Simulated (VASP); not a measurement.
# Al3Cu (P4/mmm) in VASP: a series of runs

The runs below take Al3Cu through relaxation of cell and atoms, relaxation of the atoms, with PBEsol.

Program: VASP 6.6.1. These are calculated values, not measurements. Logs are shortened: lines on timing, memory, paths and dates and some standing lists are left out, and cuts for length are marked.

### 1 The cell of the first run

Symmetry: P4/mmm, No. 123, tetragonal system. Conventional cell: a = 2.541 Å, b = 2.541 Å, c = 6.908 Å, α = 90.00°, β = 90.00°, γ = 90.00°. Within 3.6 Å of Al (site symmetry 4/mmm) lie 16 Al at 2.54 to 3.59 Å and 2 Cu at 3.45 Å. Al (site symmetry 4mm) has 4 Cu at 2.39 Å and 9 Al at 2.54 to 3.15 Å within 3.2 Å. Within 3.2 Å of Cu (site symmetry 4/mmm) lie 8 Al at 2.39 Å and 4 Cu at 2.54 Å.

### 2 Relaxation of cell and atoms, PBEsol, target pressure 60 GPa, at which the enthalpy is minimised

File INCAR:

```
  PREC = Accurate
  ENCUT = 600
  EDIFF = 1E-6
  ISMEAR = 0
  SIGMA = 0.1
  LREAL = F
  LASPH = T
  NELM = 60
  ALGO = Fast
  ISIF = 3
  LWAVE = F
  LCHARG = F
  GGA = PS
  IBRION = 2
  NSW = 70
  EDIFFG = -0.008
  PSTRESS = 600.0
```

File KPOINTS:

```
Automatic mesh
0
Gamma
  16 16 6
```

File POSCAR:

```
Al3Cu
1.0
    2.5407066772      0.0000000000      0.0000000000
    0.0000000000      2.5407066772      0.0000000000
    0.0000000000      0.0000000000      6.9080470062
Al Cu
3 1
Direct
    0.0000000000      0.0000000000      0.5000000000
    0.5000000000      0.5000000000      0.2281504357
    0.5000000000      0.5000000000      0.7718495643
    0.0000000000      0.0000000000      0.0000000000
```

Potentials or basis: VASP PAW PBE potentials, release 64 (Al, Cu).

On the command line:

```
$ cat potpaw_PBE.64/Al/POTCAR potpaw_PBE.64/Cu/POTCAR > POTCAR
$ mpirun -np 1 vasp_std > vasp.out
```

OUTCAR:

```text
PREC = Accurate
   ENCUT = 600
   EDIFF = 1E-6
   ISMEAR = 0
   LREAL = F
   LASPH = T
   NELM = 60
   ISIF = 3
   GGA = PS
   IBRION = 2
   NSW = 70
   EDIFFG = -0.008
   PSTRESS = 600.0

 ion  position               nearest neighbor table
   1  0.000  0.000  0.500-   2 2.60   3 2.60   2 2.60   3 2.60   2 2.60   3 2.60   2 2.60   3 2.60

   2  0.500  0.500  0.228-   4 2.39   4 2.39   4 2.39   4 2.39   1 2.60   1 2.60   1 2.60   1 2.60
                             3 3.15
   3  0.500  0.500  0.772-   4 2.39   4 2.39   4 2.39   4 2.39   1 2.60   1 2.60   1 2.60   1 2.60
                             2 3.15
   4  0.000  0.000  0.000-   2 2.39   3 2.39   2 2.39   3 2.39   2 2.39   3 2.39   2 2.39   3 2.39

  LATTYP: Found a simple tetragonal cell.
 ALAT       =     2.5407066772
 C/A-ratio  =     2.7189470820

  Lattice vectors:

 A1 = (   2.5407066772,   0.0000000000,   0.0000000000)
 A2 = (   0.0000000000,   2.5407066772,   0.0000000000)
 A3 = (   0.0000000000,   0.0000000000,   6.9080470062)

Analysis of symmetry for initial positions (statically):
=====================================================================
 Subroutine PRICEL returns:
 Original cell was already a primitive cell.

 Routine SETGRP: Setting up the symmetry group for a
 simple tetragonal supercell.

 Subroutine GETGRP returns: Found 16 space group operations
 (whereof 16 operations were pure point group operations)
 out of a pool of 16 trial point group operations.

The static configuration has the point symmetry D_4h.

Analysis of symmetry for dynamics (positions and initial velocities):
=====================================================================
 Subroutine PRICEL returns:
 Original cell was already a primitive cell.

 Routine SETGRP: Setting up the symmetry group for a
 simple tetragonal supercell.

 Subroutine GETGRP returns: Found 16 space group operations
 (whereof 16 operations were pure point group operations)
 out of a pool of 16 trial point group operations.

The dynamic configuration has the point symmetry D_4h.

 Subroutine INISYM returns: Found 16 space group operations
 (whereof 16 operations are pure point group operations),
 and found     1 'primitive' translations

----------------------------------------------------------------------------------------

                                     Primitive cell

  volume of cell :      44.5928

  direct lattice vectors                    reciprocal lattice vectors
     2.540706677  0.000000000  0.000000000     0.393591283  0.000000000  0.000000000
     0.000000000  2.540706677  0.000000000     0.000000000  0.393591283  0.000000000
     0.000000000  0.000000000  6.908047006     0.000000000  0.000000000  0.144758714

  length of vectors
     2.540706677  2.540706677  6.908047006     0.393591283  0.393591283  0.144758714

  position of ions in fractional coordinates (direct lattice)
     0.000000000  0.000000000  0.500000000
     0.500000000  0.500000000  0.228150436
     0.500000000  0.500000000  0.771849564
     0.000000000  0.000000000  0.000000000

  ion indices of the primitive-cell ions
   primitive index   ion index
                 1           1
                 2           2
                 3           3
                 4           4

----------------------------------------------------------------------------------------

 KPOINTS: Automatic mesh

Automatic generation of k-mesh.
 Grid dimensions read from file:
 generate k-points for:   16   16    6

 Generating k-lattice:

  Cartesian coordinates                     Fractional coordinates (reciprocal lattice)
     0.024599455  0.000000000  0.000000000     0.062500000  0.000000000  0.000000000
     0.000000000  0.024599455  0.000000000     0.000000000  0.062500000  0.000000000
     0.000000000  0.000000000  0.024126452     0.000000000  0.000000000  0.166666667

  Length of vectors
     0.024599455  0.024599455  0.024126452

  Shift w.r.t. Gamma in fractional coordinates (k-lattice)
     0.000000000  0.000000000  0.000000000

 Subroutine IBZKPT returns following result:
[... 43 lines left out ...]
   LEPSILON=     F    determine dielectric tensor
   LRPA    =     F    only Hartree local field effects (RPA)
 conjugate gradient relaxation of ions
 non-spin polarized calculation
 RMM-DIIS sequential band-by-band and
 Gauss-broadening in eV      SIGMA  =   0.10
  energy-cutoff  :      600.00
  volume of cell :       44.59
 maximum number of plane-waves:      1506
   NGX = 11   NGY = 11   NGZ = 27

--------------------------------------- Ionic step        1  -------------------------------------------

 number of electron      19.9999998 magnetization

 Free energy of the ion-electron system (eV)
  ---------------------------------------------------
  ext. energy  EPLUGINS =         0.00000000
  ---------------------------------------------------
  free energy    TOTEN  =       -15.19444575 eV

  energy without entropy =      -15.18596997  energy(sigma->0) =      -15.19020786

------------------------ aborting loop because EDIFF is reached ----------------------------------------

  FORCE on cell =-STRESS in cart. coord.  units (eV):
  Direction    XX          YY          ZZ          XY          YZ          ZX
  --------------------------------------------------------------------------------------
  -------------------------------------------------------------------------------------
  Total       14.2169860     14.2169860     14.0707891      0.0000000     -0.0000000      0.0000000
  in kB      510.8033948    510.8033948    505.5506731      0.0000000     -0.0000000      0.0000000
  external PRESSURE =     -90.9475124 kB  Pullay stress =     600.0000000 kB
[... 103 lines left out ...]
  energy  without entropy=      -14.7325266886  energy(sigma->0) =      -14.73659585

  enthalpy is  TOTEN    =         1.4650251431 eV   P V=       16.2056901625

[... ionic steps 4 to 25 ...]

--------------------------------------- Ionic step       26  -------------------------------------------

 number of electron      20.0000002 magnetization

------------------------ aborting loop because EDIFF is reached ----------------------------------------
[... 75 lines left out ...]
--------------------------------------- Ionic step       28  -------------------------------------------

 number of electron      20.0000002 magnetization

 Free energy of the ion-electron system (eV)
  ---------------------------------------------------
  ext. energy  EPLUGINS =         0.00000000
  ---------------------------------------------------
  free energy    TOTEN  =       -14.73341828 eV

  energy without entropy =      -14.72593476  energy(sigma->0) =      -14.72967652

 E-fermi :  12.2468     XC(G=0): -12.2922

 val. band max:       12.2210473140   @ k =   0.5000   0.4375   0.1667
 cond. band min:      12.2609328203   @ k =   0.2500   0.0625   0.5000
 fundamental gap:      0.0398855064
 Fermi energy:        12.2468295274

 k-point     1 :       0.0000    0.0000    0.0000
  band No.  band energies     occupation
      1      -1.3251      2.00000
      2       1.6813      2.00000
      3       1.9478      2.00000
      4       6.1884      2.00000
      5       6.4088      2.00000
      6       7.6404      2.00000
      7       7.6404      2.00000
      8       8.2336      2.00000
      9      10.0760      2.00000
     10      13.2243      0.00000
     11      18.7080      0.00000
     12      20.5842      0.00000
     13      20.5842      0.00000
     14      20.6368      0.00000
[... 377 lines left out ...]
      1       4.2768      2.00000
      2       4.6746      2.00000
      3       5.2416      2.00000
      4       6.5274      2.00000
      5       6.6443      2.00000
      6       6.6824      2.00000
      7       7.8868      2.00000
      8       7.9464      2.00000
      9       8.2296      2.00000
     10       9.8747      2.00000
     11      10.4834      2.00000
     12      15.6685      0.00000
     13      17.4938      0.00000
     14      17.5380      0.00000

 [... further k-points ...]

------------------------ aborting loop because EDIFF is reached ----------------------------------------

  FORCE on cell =-STRESS in cart. coord.  units (eV):
  Direction    XX          YY          ZZ          XY          YZ          ZX
  --------------------------------------------------------------------------------------
  -------------------------------------------------------------------------------------
  Total       16.1822174     16.1822174     16.2031200      0.0000000      0.0000000     -0.0000000
  in kB      599.5972741    599.5972741    600.3717747      0.0000000      0.0000000     -0.0000000
  external PRESSURE =      -0.1445590 kB  Pullay stress =     600.0000000 kB
[... 23 lines left out ...]
  energy  without entropy=      -14.7259347630  energy(sigma->0) =      -14.72967652

  enthalpy is  TOTEN    =         1.4596680436 eV   P V=       16.1930863229

 reached required accuracy - stopping structural energy minimisation
```

It took 22 min on 1 thread of Intel Xeon Platinum 8259CL at 2.50GHz (Skylake/Cascade Lake), shared host; peak memory 0.28 GiB.

Results:

```yaml
Free_energy: -14.7334 eV
Relaxed_volume: 10.81 Å³/atom
Relaxed_cell: a = 2.517 Å, b = 2.517 Å, c = 6.824 Å, α = 90.00°, β = 90.00°, γ = 90.00°
Space_group_after_relaxing_to_0.1_Å: P4/mmm (No. 123)
Energy_change_on_relaxing_the_run_minimises_the_enthalpy: +115.3 meV/atom
Ionic_steps: 28
Pressure_after_relaxing: 60.0 GPa
Band_gap_on_the_k_mesh: zero (bands 10 and 11 overlap by 6.82 eV)
```

Stress tensor (GPa, compression positive):
```
59.96  0.00  0.00
 0.00 59.96  0.00
 0.00  0.00 60.04
```

The path:
```tsv
step	energy change (eV)	largest force (eV/Å)	pressure (GPa)	volume (Å³)
1	0.0000	0.2379	50.91	44.59
2	1.6161	0.3677	82.55	40.63
3	0.4538	0.2877	59.14	43.27
4	0.5064	0.2893	61.25	43.13
5	0.4821	0.2877	60.58	43.20
6	0.4717	0.2862	60.72	43.23
7	0.4792	0.0868	60.43	43.19
8	0.4834	0.0103	60.50	43.18
9	0.4838	0.0047	60.69	43.18
10	0.3819	0.0098	58.07	43.45
11	0.4581	0.0016	60.20	43.25
12	0.4506	0.0003	59.91	43.27
13	0.4528	0.0009	59.81	43.26
14	0.4555	0.0013	59.87	43.26
15	0.4568	0.0016	59.88	43.25
16	0.4574	0.0005	60.22	43.25
17	0.4486	0.0001	59.89	43.27
18	0.4510	0.0006	59.79	43.27
19	0.4539	0.0010	59.85	43.26
20	0.4557	0.0014	59.87	43.25
21	0.4566	0.0015	59.87	43.25
22	0.4570	0.0008	60.11	43.25
23	0.4568	0.0018	59.76	43.25
24	0.4569	0.0014	59.90	43.25
25	0.4569	0.0015	59.86	43.25
26	0.4570	0.0016	59.86	43.25
27	0.4570	0.0016	59.85	43.25
28	0.4610	0.0019	59.99	43.24
```

Final structure:
```
CELL_PARAMETERS angstrom
2.51720 0.00000 0.00000
0.00000 2.51720 0.00000
0.00000 0.00000 6.82425
ATOMIC_POSITIONS crystal
Al 0.00000 0.00000 0.50000
Al 0.50000 0.50000 0.23133
Al 0.50000 0.50000 0.76867
Cu 0.00000 0.00000 0.00000
```

Levels at points of the mesh, in eV from the Fermi level:
| k point | band 6 | band 7 | band 8 | band 9 | band 10 | band 11 | band 12 | band 13 | band 14 |
| --- | --- | --- | --- | --- | --- | --- | --- | --- | --- |
| (0.00, 0.00, 0.00) | -4.61 | -4.61 | -4.01 | -2.17 | 0.98 | 6.46 | 8.34 | 8.34 | 8.39 |
| (0.50, 0.00, 0.00) | -5.13 | -4.75 | -4.48 | -4.46 | -2.61 | -1.86 | 2.96 | 5.02 | 5.11 |
| (0.50, 0.50, 0.00) | -3.24 | -3.24 | -0.96 | -0.34 | -0.05 | -0.05 | 0.04 | 0.44 | 0.44 |
| (0.00, 0.00, 0.50) | -4.61 | -4.61 | -4.41 | -4.01 | 4.93 | 6.38 | 6.81 | 8.51 | 8.91 |
| (0.50, 0.00, 0.50) | -5.67 | -4.75 | -4.46 | -3.17 | -1.35 | -0.95 | 0.15 | 1.79 | 9.81 |
| (0.50, 0.50, 0.50) | -2.30 | -2.30 | -2.27 | -2.27 | -1.00 | -0.87 | 0.50 | 3.20 | 3.20 |

Caveat: the cell is relaxed towards a set pressure, so the run minimises the enthalpy, not the energy; the PAW data sets were made with another functional, which shifts forces and pressure a little.

### 3 Relaxation of cell and atoms, PBEsol, target pressure 30 GPa, at which the enthalpy is minimised

This run uses another cell than the first one, of 12.07 Å³/atom.

File INCAR:

```
  ALGO = Fast
  EDIFF = 1E-7
  EDIFFG = -0.008
  ENCUT = 600
  GGA = PS
  IBRION = 2
  ISIF = 3
  ISMEAR = 0
  LASPH = T
  LCHARG = F
  LREAL = F
  LWAVE = F
  NELM = 80
  NSW = 70
  PREC = Accurate
  PSTRESS = 300.0
  SIGMA = 0.1
```

File KPOINTS:

```
k-points
0
Gamma
  16 16 6
```

File POSCAR:

```
Al3Cu
1.0
    2.6069914797      0.0000000000      0.0000000000
    0.0000000000      2.6069914797      0.0000000000
    0.0000000000      0.0000000000      7.1053220430
Al Cu
3 1
Direct
    0.0000000000      0.0000000000      0.5000000000
    0.5000000000      0.5000000000      0.2253468513
    0.5000000000      0.5000000000      0.7746531487
    0.0000000000      0.0000000000      0.0000000000
```

Potentials or basis: VASP PAW PBE potentials, release 64 (Al, Cu).

On the command line:

```
$ cat potpaw_PBE.64/Al/POTCAR potpaw_PBE.64/Cu/POTCAR > POTCAR
$ mpirun -np 1 vasp_std > vasp.out
```

Wall time 9.6 min (1 thread of Intel Xeon Platinum 8259CL at 2.50GHz (Skylake/Cascade Lake), shared host); peak memory 0.31 GiB.

The run converged. Its results:

- Free energy: -16.1349 eV
- Relaxed volume: 12.09 Å³/atom
- Relaxed cell: a = 2.611 Å, b = 2.611 Å, c = 7.096 Å, α = 90.00°, β = 90.00°, γ = 90.00°
- Space group after relaxing (to 0.1 Å): P4/mmm (No. 123)
- Energy change on relaxing (the run minimises the enthalpy): -5.3 meV/atom
- Ionic steps: 6
- Pressure after relaxing: 30.0 GPa
- Largest force after relaxing: 0.007 eV/Å
- Band gap on the k mesh: zero (bands 10 and 11 overlap by 6.63 eV)

Forces in eV/Å, atoms in the order of the input:
```
Al   0.000  0.000  0.000
Al   0.000  0.000  0.007
Al   0.000  0.000 -0.007
Cu   0.000  0.000  0.000
```

The path:
```csv
step,energy change (eV),largest force (eV/Å),pressure (GPa),volume (Å³)
1,0.0000,0.2336,30.66,48.29
2,-0.0683,0.0894,29.04,48.64
3,-0.0681,0.0900,29.01,48.64
4,-0.0104,0.0122,30.27,48.32
5,-0.0201,0.0050,30.09,48.37
6,-0.0211,0.0068,30.04,48.38
```

Final structure:
```xyz
4
Lattice="2.6110 0.0000 0.0000 0.0000 2.6110 0.0000 0.0000 0.0000 7.0962" Properties=species:S:1:pos:R:3 pbc="T T T"
Al    0.0000    0.0000    3.5481
Al    1.3055    1.3055    1.6194
Al    1.3055    1.3055    5.4768
Cu    0.0000    0.0000    0.0000
```

Levels at points of the mesh, in eV from the Fermi level:
```
           k point  band 8  band 9  band 10  band 11  band 12  band 13
(0.00, 0.00, 0.00)   -3.71   -2.06     0.82     6.42     7.64     7.64
(0.50, 0.00, 0.00)   -4.17   -4.09    -2.55    -1.88     2.83     4.54
(0.50, 0.50, 0.00)   -0.76   -0.35     0.02     0.02     0.30     0.44
(0.00, 0.00, 0.50)   -4.09   -3.71     4.64     6.34     6.37     8.20
(0.50, 0.00, 0.50)   -4.09   -2.97    -1.24    -0.98     0.08     1.38
(0.50, 0.50, 0.50)   -2.07   -2.07    -0.80    -0.72     0.54     2.68
```

Caveat: the cell is relaxed towards a set pressure, so the run minimises the enthalpy, not the energy; the PAW data sets were made with another functional, which shifts forces and pressure a little.

### 4 Relaxation of the atoms, PBEsol (strain along c alone, the other axes held: +2.0 %)

File INCAR:

```
ALGO = Fast ; EDIFF = 1E-6
EDIFFG = -0.008 ; ENCUT = 520
GGA = PS ; IBRION = 2
ISIF = 2 ; ISMEAR = 0
KPAR = 4 ; LASPH = T
LCHARG = F ; LREAL = F
LWAVE = F ; NELM = 100
NSW = 60 ; PREC = Accurate
SIGMA = 0.1
```

File KPOINTS:

```
k-points
0
Gamma
  18 18 8
```

File POSCAR:

```
Al3Cu
1.0
    2.7796830103      0.0000000000      0.0000000000
    0.0000000000      2.7796830103      0.0000000000
    0.0000000000      0.0000000000      7.7550162534
Al Cu
3 1
Direct
    0.0000000000      0.0000000000      0.5000000000
    0.5000000000      0.5000000000      0.2213807992
    0.5000000000      0.5000000000      0.7786192008
    0.0000000000      0.0000000000      0.0000000000
```

On the command line:

```
$ cat potpaw_PBE.64/Al/POTCAR potpaw_PBE.64/Cu/POTCAR > POTCAR
$ mpirun -np 4 vasp_std > vasp.out
```

Run time: 4.4 min. Hardware: 4 MPI ranks of Oxide Virtual Turin-like, shared host; peak memory 0.34 GiB.

Results (log left out):

```
Free energy               : -16.9654 eV
Energy gained by relaxing : 0.0 meV/atom
Ionic steps               : 3
Pressure after relaxing   : -1.9 GPa
Band gap on the k mesh    : zero (bands 10 and 11 overlap by 5.64 eV)
```

Stress tensor (GPa, compression positive):
```
-0.77  0.00  0.00
 0.00 -0.77  0.00
 0.00  0.00 -4.17
```

Final structure:
```yaml
crystal:
  lattice:
    - [2.77968, 0.00000, 0.00000]
    - [0.00000, 2.77968, 0.00000]
    - [0.00000, 0.00000, 7.75502]
  atoms:
    - { symbol: Al, position: [0.00000, 0.00000, 0.50000] }
    - { symbol: Al, position: [0.50000, 0.50000, 0.22164] }
    - { symbol: Al, position: [0.50000, 0.50000, 0.77836] }
    - { symbol: Cu, position: [0.00000, 0.00000, 0.00000] }
```

Levels at points of the mesh, in eV from the Fermi level:
```csv
k point,band 8,band 9,band 10,band 11,band 12,band 13
"(0.00, 0.00, 0.00)",-3.19,-2.03,0.16,6.49,6.78,6.78
"(0.50, 0.00, 0.00)",-3.65,-3.48,-2.41,-1.87,2.45,3.63
"(0.50, 0.50, 0.00)",-0.34,-0.29,0.19,0.19,0.50,0.50
"(0.00, 0.00, 0.50)",-3.57,-3.19,3.58,5.09,6.49,7.32
"(0.50, 0.00, 0.50)",-3.48,-2.59,-1.16,-1.05,0.01,0.59
"(0.50, 0.50, 0.50)",-1.55,-1.55,-0.42,-0.39,0.72,1.61
```

Caveat: the cell differs from its parent crystal (strain along c alone, the other axes held: +2.0 %); the PAW data sets were made with another functional, which shifts forces and pressure a little.

### 5 Overview

| task | cell | k mesh | cutoff (eV) | gap on the mesh (eV) | pressure (GPa) |
| --- | --- | --- | --- | --- | --- |
| relaxation of cell and atoms | relaxed to 60 GPa from a = 2.541, b = 2.541, c = 6.908 Å, 4 atoms, atomic positions A | 16 × 16 × 6 | 600 | none | 60.0 |
| relaxation of cell and atoms | relaxed to 30 GPa from a = 2.607, b = 2.607, c = 7.105 Å, 4 atoms, atomic positions B | 16 × 16 × 6 | 600 | none | 30.0 |
| relaxation of the atoms | atoms relaxed from a = 2.780, b = 2.780, c = 7.755 Å, 4 atoms, atomic positions C | 18 × 18 × 8 | 520 | none | -1.9 |

Alike in all rows: level PBEsol; potentials or basis VASP PAW PBE potentials, release 64 (Al, Cu); no spin polarisation; smearing gaussian 0.1 eV.

Caveats: the PAW data sets were made with another functional, which shifts forces and pressure a little; the cell is relaxed towards a set pressure, so the run minimises the enthalpy, not the energy (at least some runs).

Absolute energies hang on the potentials; compare differences alone.

The gap in the log of VASP goes by the Fermi energy; the results here count the filled bands.